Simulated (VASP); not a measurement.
# KI (Fm-3m) in VASP: notebook

The runs below take KI through single point, relaxation of cell and atoms, with r2SCAN, PBE, HSE06, PBE0.

All numbers are computed with VASP 6.6.1; they aren't measurements. Logs are shortened: lines on timing, memory, paths and dates and some standing lists are left out, and cuts for length are marked.

### Step 1. The cell of the first run

It takes space group Fm-3m (No. 225, cubic). Conventional cell: a = 7.089 Å, b = 7.089 Å, c = 7.089 Å, α = 90.00°, β = 90.00°, γ = 90.00°. Within 4.7 Å of K (site symmetry m-3m) lie 6 I at 3.54 Å. Within 4.7 Å of I (site symmetry m-3m) lie 6 K at 3.54 Å.

### Step 2. Single point, r2SCAN

The input, POSCAR:

```
KI
1.0
    0.0000000000      3.5442847980      3.5442847980
    3.5442847980      0.0000000000      3.5442847980
    3.5442847980      3.5442847980      0.0000000000
K I
1 1
Direct
    0.0000000000      0.0000000000      0.0000000000
    0.5000000000      0.5000000000      0.5000000000
```

The input, INCAR.step1:

```
SYSTEM = KI
PREC     = Accurate       ! precision mode
ENCUT    = 520            ! plane-wave cutoff, eV
ISMEAR   = 0              ! smearing method
SIGMA    = 0.01           ! smearing width, eV
LREAL    = .False.        ! projectors in reciprocal space
LASPH    = .True.         ! aspherical terms in the spheres
NELM     = 60             ! most SCF steps
NBANDS   = 15             ! bands
GGA      = PE             ! functional
ALGO     = Normal         ! electronic algorithm
EDIFF    = 1E-4           ! SCF threshold, eV
LWAVE    = .True.         ! write WAVECAR
LCHARG   = .False.        ! write CHGCAR
```

The input, INCAR.step2:

```
SYSTEM = KI
PREC     = Accurate       ! precision mode
ENCUT    = 520            ! plane-wave cutoff, eV
EDIFF    = 1E-6           ! SCF threshold, eV
ISMEAR   = 0              ! smearing method
SIGMA    = 0.01           ! smearing width, eV
LREAL    = .False.        ! projectors in reciprocal space
LASPH    = .True.         ! aspherical terms in the spheres
NELM     = 60             ! most SCF steps
ALGO     = Normal         ! electronic algorithm
ISIF     = 2              ! what is computed and relaxed
LWAVE    = .False.        ! write WAVECAR
LCHARG   = .False.        ! write CHGCAR
METAGGA  = R2SCAN         ! meta-GGA
LMIXTAU  = .True.       
NBANDS   = 15             ! bands
ISTART   = 1
```

The input, KPOINTS:

```
regular mesh
0
Gamma
  6 6 6
  0 0 0
```

Potentials or basis: VASP PAW PBE potentials, release 64 (K_sv, I).

Run with:

```
> cat potpaw_PBE.64/K_sv/POTCAR potpaw_PBE.64/I/POTCAR > POTCAR
> cp INCAR.step1 INCAR
> mpirun -np 1 vasp_std > vasp.out
> cp INCAR.step2 INCAR
> mpirun -np 1 vasp_std > vasp.out
```

OUTCAR:

```text
SYSTEM = KI
   PREC = Accurate
   ENCUT = 520
   EDIFF = 1E-6
   ISMEAR = 0
   LREAL = .False.
   LASPH = .True.
   NELM = 60
   ISIF = 2
   METAGGA = R2SCAN
   ISTART = 1

 ion  position               nearest neighbor table
   1  0.000  0.000  0.000-   2 3.54   2 3.54   2 3.54   2 3.54   2 3.54   2 3.54
   2  0.500  0.500  0.500-   1 3.54   1 3.54   1 3.54   1 3.54   1 3.54   1 3.54

  LATTYP: Found a face centered cubic cell.
 ALAT       =     7.0885695960

  Lattice vectors:

 A1 = (   0.0000000000,   3.5442847980,   3.5442847980)
 A2 = (   3.5442847980,   0.0000000000,   3.5442847980)
 A3 = (   3.5442847980,   3.5442847980,   0.0000000000)

Analysis of symmetry for initial positions (statically):
=====================================================================
 Subroutine PRICEL returns:
 Original cell was already a primitive cell.

 Routine SETGRP: Setting up the symmetry group for a
 face centered cubic supercell.

 Subroutine GETGRP returns: Found 48 space group operations
 (whereof 48 operations were pure point group operations)
 out of a pool of 48 trial point group operations.

The static configuration has the point symmetry O_h .

Analysis of symmetry for dynamics (positions and initial velocities):
=====================================================================
 Subroutine PRICEL returns:
 Original cell was already a primitive cell.

 Routine SETGRP: Setting up the symmetry group for a
 face centered cubic supercell.

 Subroutine GETGRP returns: Found 48 space group operations
 (whereof 48 operations were pure point group operations)
 out of a pool of 48 trial point group operations.

The dynamic configuration has the point symmetry O_h .

 Subroutine INISYM returns: Found 48 space group operations
 (whereof 48 operations are pure point group operations),
 and found     1 'primitive' translations

----------------------------------------------------------------------------------------

                                     Primitive cell

  volume of cell :      89.0463

  direct lattice vectors                    reciprocal lattice vectors
     0.000000000  3.544284798  3.544284798    -0.141072185  0.141072185  0.141072185
     3.544284798  0.000000000  3.544284798     0.141072185 -0.141072185  0.141072185
     3.544284798  3.544284798  0.000000000     0.141072185  0.141072185 -0.141072185

  length of vectors
     5.012375630  5.012375630  5.012375630     0.244344192  0.244344192  0.244344192

  position of ions in fractional coordinates (direct lattice)
     0.000000000  0.000000000  0.000000000
     0.500000000  0.500000000  0.500000000

  ion indices of the primitive-cell ions
   primitive index   ion index
                 1           1
                 2           2

----------------------------------------------------------------------------------------

 KPOINTS: regular mesh

Automatic generation of k-mesh.
 Grid dimensions read from file:
 generate k-points for:    6    6    6

 Generating k-lattice:

  Cartesian coordinates                     Fractional coordinates (reciprocal lattice)
    -0.023512031  0.023512031  0.023512031     0.166666667  0.000000000  0.000000000
     0.023512031 -0.023512031  0.023512031     0.000000000  0.166666667  0.000000000
     0.023512031  0.023512031 -0.023512031     0.000000000  0.000000000  0.166666667

  Length of vectors
     0.040724032  0.040724032  0.040724032

  Shift w.r.t. Gamma in fractional coordinates (k-lattice)
     0.000000000  0.000000000  0.000000000

 Subroutine IBZKPT returns following result:
 ===========================================

 Found     16 irreducible k-points:

 Following reciprocal coordinates:
            Coordinates               Weight
  0.000000  0.000000  0.000000      1.000000
  0.166667  0.000000  0.000000      8.000000
  0.333333  0.000000  0.000000      8.000000
  0.500000  0.000000  0.000000      4.000000
  0.166667  0.166667  0.000000      6.000000
  0.333333  0.166667  0.000000     24.000000
[... 8 lines left out ...]
 -0.333333  0.333333  0.166667     24.000000
 -0.333333  0.500000  0.166667     12.000000
   k-points           NKPTS =     16   k-points in BZ     NKDIM =     16   number of bands    NBANDS=     15
   number of dos      NEDOS =    301   number of ions     NIONS =      2
   total plane-waves  NPLWV =  64000
   dimension x,y,z NGX =    40 NGY =   40 NGZ =   40
   dimension x,y,z NGXF=    80 NGYF=   80 NGZF=   80
   ions per type =               1   1
   NGX,Y,Z   is equivalent  to a cutoff of  13.27, 13.27, 13.27 a.u.
   NGXF,Y,Z  is equivalent  to a cutoff of  26.53, 26.53, 26.53 a.u.
 SYSTEM =  KI
   PREC   = accura    normal or accurate (medium, high low for compatibility)
   ISTART =      1    job   : 0-new  1-cont  2-samecut
   ICHARG =      0    charge: 1-file 2-atom 10-const
   ISPIN  =      1    spin polarized calculation?
   LNONCOLLINEAR =      F non collinear calculations
   LSORBIT =      F    spin-orbit coupling
   LASPH  =      T    aspherical Exc in radial PAW
   ENCUT  =  520.0 eV  38.22 Ry    6.18 a.u.   9.32  9.32  9.32*2*pi/ulx,y,z
   NELM   =     60;   NELMIN=  2; NELMDL=  0     # of ELM steps
   EDIFF  = 0.1E-05   stopping-criterion for ELM
   LREAL  =      F    real-space projection
   EDIFFG = 0.1E-04   stopping-criterion for IOM
   NSW    =      0    number of steps for IOM
   IBRION =     -1    ionic relax: 0-MD 1-quasi-New 2-CG
   NFREE  =      0    steps in history (QN), initial steepest desc. (CG)
   ISIF   =      2    stress and relaxation
   ISYM   =      2    0-nonsym 1-usesym 2-fastsym
   POTIM  = 0.5000    time-step for ionic-motion
   TEBEG  =    0.0;   TEEND  =   0.0 temperature during run
   PSTRESS=    0.0 pullay stress
   NELECT =      16.0000    total number of electrons
   NUPDOWN=      -1.0000    fix difference up-down
   EMIN   =  10.00;   EMAX   =-10.00  energy-range for DOS
   EFERMI =   0.00;   METHOD = LEGACY
   ISMEAR =     0;   SIGMA  =   0.01  broadening in eV -4-tet -1-fermi 0-gaus
   EFERMI_NEDOS =   21; number of points for ismear=-14 and -15
   IALGO  =     38    algorithm
   IMIX   =      4    mixing-type and parameters
     AMIX     =   0.40;   BMIX     =  1.00
     AMIX_MAG =   1.60;   BMIX_MAG =  1.00
  volume/ion in A,a.u.               =      44.52       300.46
  Fermi-wavevector in a.u.,A,eV,Ry     =   0.923796  1.745722 11.611206  0.853400
  Thomas-Fermi vector in A             =   2.049472
   LORBIT       =      0    0 simple, 1 ext, 2 COOP (PROOUT), +10 PAW based schemes
   METAGGA = R2SCAN    functional components
   LHFCALC =     F    Hartree Fock is set to
   AEXX    =    0.0000 exact exchange contribution
   IVDW    =     0    specifies the selected vdW correction
   LEPSILON=     F    determine dielectric tensor
   LRPA    =     F    only Hartree local field effects (RPA)
 non-spin polarized calculation
 Gauss-broadening in eV      SIGMA  =   0.01
  energy-cutoff  :      520.00
  volume of cell :       89.05
 maximum number of plane-waves:      2424
 NGX is ok and might be reduce to    40
   NGX = 19   NGY = 19   NGZ = 19

 number of electron      15.9999999 magnetization

 Free energy of the ion-electron system (eV)
  ---------------------------------------------------
  ext. energy  EPLUGINS =         0.00000000
  ---------------------------------------------------
  free energy    TOTEN  =       -33.98433489 eV

  energy without entropy =      -33.98433489  energy(sigma->0) =      -33.98433489

 E-fermi :  -0.7038     XC(G=0):  -7.4770

 val. band max:       -0.8055012691   @ k =   0.0000   0.0000   0.0000
 cond. band min:       3.7773828125   @ k =   0.0000   0.0000   0.0000
 fundamental gap:      4.5828840817
 Fermi energy:        -0.7038349291

 k-point     1 :       0.0000    0.0000    0.0000
  band No.  band energies     occupation
      1     -30.4812      2.00000
      2     -13.1950      2.00000
      3     -13.1950      2.00000
      4     -13.1950      2.00000
      5     -11.6033      2.00000
      6      -0.8055      2.00000
      7      -0.8055      2.00000
      8      -0.8055      2.00000
      9       3.7774      0.00000
     10       6.2478      0.00000
     11       6.2478      0.00000
     12       6.2478      0.00000
     13       7.0924      0.00000
     14       7.0924      0.00000
     15       9.4473      0.00000

 k-point     2 :       0.1667    0.0000    0.0000
  band No.  band energies     occupation
      1     -30.4807      2.00000
      2     -13.2338      2.00000
      3     -13.1955      2.00000
      4     -13.1955      2.00000
      5     -11.5310      2.00000
      6      -1.2056      2.00000
      7      -0.8930      2.00000
      8      -0.8930      2.00000
      9       4.3855      0.00000
     10       6.1396      0.00000
     11       6.5509      0.00000
     12       6.5509      0.00000
     13       7.4131      0.00000
     14       7.4131      0.00000
     15      10.3897      0.00000

 k-point     3 :       0.3333    0.0000    0.0000
  band No.  band energies     occupation
      1     -30.4798      2.00000
      2     -13.3036      2.00000
      3     -13.1964      2.00000
      4     -13.1964      2.00000
      5     -11.3922      2.00000
      6      -1.8365      2.00000
      7      -1.0563      2.00000
      8      -1.0563      2.00000
      9       5.0768      0.00000
     10       6.7892      0.00000
     11       7.2857      0.00000
     12       7.2857      0.00000
     13       8.2618      0.00000
     14       8.2618      0.00000
     15       9.6686      0.00000
[... 199 lines left out ...]
 k-point    15 :      -0.3333    0.3333    0.1667
  band No.  band energies     occupation
      1     -30.4788      2.00000
      2     -13.2755      2.00000
      3     -13.2177      2.00000
      4     -13.2087      2.00000
      5     -11.3777      2.00000
      6      -1.7603      2.00000
      7      -1.4430      2.00000
      8      -1.2426      2.00000
      9       5.9619      0.00000
     10       6.3331      0.00000
     11       6.9185      0.00000
     12       8.1757      0.00000
     13       8.6641      0.00000
     14       9.1076      0.00000
     15       9.7903      0.00000

 k-point    16 :      -0.3333    0.5000    0.1667
  band No.  band energies     occupation
      1     -30.4787      2.00000
      2     -13.2354      2.00000
      3     -13.2309      2.00000
      4     -13.2184      2.00000
      5     -11.4100      2.00000
      6      -1.6802      2.00000
      7      -1.3686      2.00000
      8      -1.3372      2.00000
      9       5.3344      0.00000
     10       6.2983      0.00000
     11       7.1382      0.00000
     12       8.2662      0.00000
     13       8.4894      0.00000
     14       9.5522      0.00000
     15       9.9869      0.00000

------------------------ aborting loop because EDIFF is reached ----------------------------------------

  FORCE on cell =-STRESS in cart. coord.  units (eV):
  Direction    XX          YY          ZZ          XY          YZ          ZX
  --------------------------------------------------------------------------------------
  -------------------------------------------------------------------------------------
  Total        0.0123702      0.0123702      0.0123702      0.0000000      0.0000000      0.0000000
  in kB        0.2225733      0.2225733      0.2225733      0.0000000      0.0000000      0.0000000
  external PRESSURE =       0.2225733 kB  Pullay stress =       0.0000000 kB

 VOLUME and BASIS-vectors are now :
 -----------------------------------------------------------------------------
  energy-cutoff  :      520.00
  volume of cell :       89.05
      direct lattice vectors                 reciprocal lattice vectors
     0.000000000  3.544284798  3.544284798    -0.141072185  0.141072185  0.141072185
     3.544284798  0.000000000  3.544284798     0.141072185 -0.141072185  0.141072185
     3.544284798  3.544284798  0.000000000     0.141072185  0.141072185 -0.141072185

 POSITION                                       TOTAL-FORCE (eV/Angst)
 -----------------------------------------------------------------------------------
      0.00000      0.00000      0.00000        -0.000000      0.000000      0.000000
      3.54428      3.54428      3.54428         0.000000      0.000000      0.000000
 -----------------------------------------------------------------------------------
    total drift:                                0.000000     -0.000000     -0.000000

  FREE ENERGIE OF THE ION-ELECTRON SYSTEM (eV)
  ---------------------------------------------------
  free  energy   TOTEN  =       -33.9843348903 eV

  energy  without entropy=      -33.9843348903  energy(sigma->0) =      -33.98433489
```

Wall time 78 s (1 thread of Intel Xeon Platinum 8488C (Sapphire Rapids), shared host); peak memory 0.26 GiB.

What came out:

```
Free energy            : -33.9843 eV
Pressure               : 0.0 GPa
Band gap on the k mesh : 4.58 eV, direct
```

Caveat: the PAW data sets were made with another functional, which shifts forces and pressure a little; spin-orbit coupling is left out, which moves the levels of the heavy elements. r2SCAN opens gaps a little over a GGA but as a rule still falls short of measured ones.

### Step 3. Relaxation of cell and atoms, r2SCAN

This run uses another cell than the first one, of 46.31 Å³/atom, 1.040 times its volume.

The input, POSCAR:

```
KI
1.0
    0.0000000000      3.5911591809      3.5911591809
    3.5911591809      0.0000000000      3.5911591809
    3.5911591809      3.5911591809      0.0000000000
K I
1 1
Direct
    0.0000000000      0.0000000000      0.0000000000
    0.5000000000      0.5000000000      0.5000000000
```

The input, INCAR.step1:

```
PREC = Accurate ; ENCUT = 600
ISMEAR = -1 ; SIGMA = 0.02
LREAL = False ; LASPH = True
NELM = 60 ; GGA = PE
ALGO = Normal ; EDIFF = 1E-4
LWAVE = True ; LCHARG = False
```

The input, INCAR.step2:

```
PREC = Accurate ; ENCUT = 600
EDIFF = 1E-7 ; ISMEAR = -1
SIGMA = 0.02 ; LREAL = False
LASPH = True ; NELM = 60
ALGO = Normal ; ISIF = 3
LWAVE = False ; LCHARG = False
METAGGA = R2SCAN ; LMIXTAU = True
IBRION = 2 ; NSW = 80
EDIFFG = -0.005 ; ISTART = 1
```

The input, KPOINTS:

```
Automatic mesh
0
Gamma
  6 6 6
```

Potentials or basis: VASP PAW PBE potentials, release 64 (K_sv, I).

Run with:

```
> cat potpaw_PBE.64/K_sv/POTCAR potpaw_PBE.64/I/POTCAR > POTCAR
> cp INCAR.step1 INCAR
> mpirun -np 1 vasp_std > vasp.out
> cp INCAR.step2 INCAR
> mpirun -np 1 vasp_std > vasp.out
```

Run time: 3.9 min. Hardware: 1 thread of Intel Xeon Platinum 8488C (Sapphire Rapids), shared host; peak memory 0.29 GiB.

Results (log left out):

```
Free energy                            : -33.9860 eV
Relaxed volume                         : 44.69 Å³/atom
Relaxed cell                           : a = 5.019 Å, b = 5.019 Å, c = 5.019 Å, α = 60.00°, β = 60.00°, γ = 60.00°
Space group after relaxing (to 0.05 Å) : Fm-3m (No. 225)
Energy gained by relaxing              : 2.3 meV/atom
Ionic steps                            : 3
Pressure after relaxing                : 0.0 GPa
Band gap on the k mesh                 : 4.57 eV, direct
```

Step by step:
```tsv
step	energy change (eV)	largest force (eV/Å)	pressure (GPa)	volume (Å³)
1	0.0000	0.0000	-0.42	92.63
2	-0.0033	0.0000	-0.23	91.01
3	-0.0045	0.0000	-0.01	89.39
```

Final structure:
```
K I
1.0
     0.00000    3.54883    3.54883
     3.54883    0.00000    3.54883
     3.54883    3.54883    0.00000
K I
1 1
Direct
  0.00000 0.00000 0.00000
  0.50000 0.50000 0.50000
```

Levels at points of the mesh, in eV from the valence-band top:
```csv
k point,band 4,band 5,band 6,band 7,band 8,band 9,band 10,band 11,band 12
"(0.00, 0.00, 0.00)",-12.40,-10.79,0.00,0.00,0.00,4.57,7.06,7.06,7.06
"(0.50, 0.00, 0.00)",-12.40,-10.52,-1.29,-0.32,-0.32,6.01,8.29,8.74,8.74
"(0.50, 0.50, 0.00)",-12.41,-10.64,-1.00,-0.37,-0.37,5.40,6.46,8.82,9.38
```

Caveat: the PAW data sets were made with another functional, which shifts forces and pressure a little; spin-orbit coupling is left out, which moves the levels of the heavy elements. r2SCAN opens gaps a little over a GGA but as a rule still falls short of measured ones.

(Part 1 of 2 ends here.)
